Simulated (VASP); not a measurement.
Input of a VASP 6.6.1 run:

File INCAR:

```
ALGO = Normal
EDIFF = 1E-7
EDIFFG = -0.005
ENCUT = 500
GGA = PS
GGA_COMPAT = F
IBRION = 2
ISIF = 3
ISMEAR = -1
LASPH = T
LCHARG = F
LREAL = F
LWAVE = F
NELM = 120
NELMIN = 4
NSW = 70
PREC = Accurate
SIGMA = 0.05
```

KPOINTS

```
k-points
0
Gamma
  13 13 13
```

Contents of POSCAR:

```
AlPt
1.0
    3.0915460000      0.0000000000      0.0000000000
    0.0000000000      3.0915460000      0.0000000000
    0.0000000000      0.0000000000      3.0915460000
Al Pt
1 1
Direct
    0.0000000000      0.0000000000      0.0000000000
    0.5000000000      0.5000000000      0.5000000000
```

Potentials or basis: VASP PAW PBE potentials, release 64 (Al, Pt).

Launch:

```console
$ cat potpaw_PBE.64/Al/POTCAR potpaw_PBE.64/Pt/POTCAR > POTCAR
$ mpirun -np 1 vasp_std > vasp.out
```

Task: Estimate the relaxed volume.

Result: 14.32 Å³/atom.

Task: Estimate the space group after relaxing (to 0.05 Å).

Result: Pm-3m (No. 221).

Task: Predict the relaxed cell.

Result: a = 3.060 Å, b = 3.060 Å, c = 3.060 Å, α = 90.00°, β = 90.00°, γ = 90.00°.

Final structure:
```xyz
2
Lattice="3.0599 0.0000 0.0000 0.0000 3.0599 0.0000 0.0000 0.0000 3.0599" Properties=species:S:1:pos:R:3 pbc="T T T"
Al    0.0000    0.0000    0.0000
Pt    1.5299    1.5299    1.5299
```

Caveat: the PAW data sets were made with another functional, which shifts forces and pressure a little.
